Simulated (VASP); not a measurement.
## Ti: single point with PBE

Crystal: Ti.

```
Ti
1.0
     2.80409    0.00000    0.00000
    -1.40204    2.42841    0.00000
     0.00000    0.00000    4.43718
Ti
2
Direct
  0.66667 0.33333 0.75000
  0.33333 0.66667 0.25000
```

| Item | Value |
| --- | --- |
| Program | VASP 6.6.1 |
| Task | single point |
| Functional | PBE |
| Potentials or basis | VASP PAW PBE potentials, release 64 (Ti_sv) |
| Cutoff | 520 eV |
| k mesh | 10 × 10 × 6 |
| Occupations | fermi-dirac, width 0.05 eV |
| Spin | no spin polarisation |

```
Pressure               : 19.5 GPa
Band gap on the k mesh : zero (band 12 reaches 10.74 eV, above the bottom of band 13 at 9.73 eV)
```

Levels at points of the mesh, in eV from the Fermi level:
```
           k point  band 9  band 10  band 11  band 12  band 13  band 14  band 15  band 16
(0.00, 0.00, 0.00)   -6.51    -3.06     0.84     0.84     1.00     1.24     1.45     1.45
(0.50, 0.00, 0.00)   -2.61    -2.53    -2.24    -0.44     0.49     0.77     1.40     3.97
(0.00, 0.00, 0.50)   -4.46    -4.46     0.09     0.09     0.73     0.73     0.73     0.73
(0.50, 0.00, 0.50)   -2.94    -2.94    -1.00    -1.00     1.77     1.77     2.00     2.00
```

It took 24 s on 1 thread of Intel(R) Xeon(R) Platinum 8259CL CPU @ 2.50GHz (Skylake/Cascade Lake), on a shared host, peak memory 0.16 GiB.
